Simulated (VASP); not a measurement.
Here is a VASP 6.6.1 calculation.

The input INCAR:

```
SYSTEM = Mo
PREC = Accurate ; ENCUT = 520
EDIFF = 1E-6 ; ISMEAR = 0
SIGMA = 0.15 ; LREAL = .False.
LASPH = .True. ; NELM = 100
ALGO = Fast ; ISIF = 2
LWAVE = .False. ; LCHARG = .False.
GGA = PE ; NBANDS = 13
```

The input KPOINTS:

```
Automatic mesh
0
Gamma
  30 30 30
  0 0 0
```

The input POSCAR:

```
Mo
1.0
   -1.6681858143      1.6681858143      1.4179579421
    1.6681858143     -1.6681858143      1.4179579421
    1.6681858143      1.6681858143     -1.4179579421
Mo
1
Direct
    0.0000000000      0.0000000000      0.0000000000
```

Potentials or basis: VASP PAW PBE potentials, release 64 (Mo_sv).

The run is started by

```bash
$ cat potpaw_PBE.64/Mo_sv/POTCAR > POTCAR
$ mpirun -np 1 vasp_std > vasp.out
```

(1) Estimate the band gap on the k mesh.

(2) Estimate the pressure.

Answers

(1) zero (bands 7 and 8 overlap by 5.38 eV).

(2) 3.6 GPa.

Caveat: the stress differs along the axes, from -8 to 27 GPa.
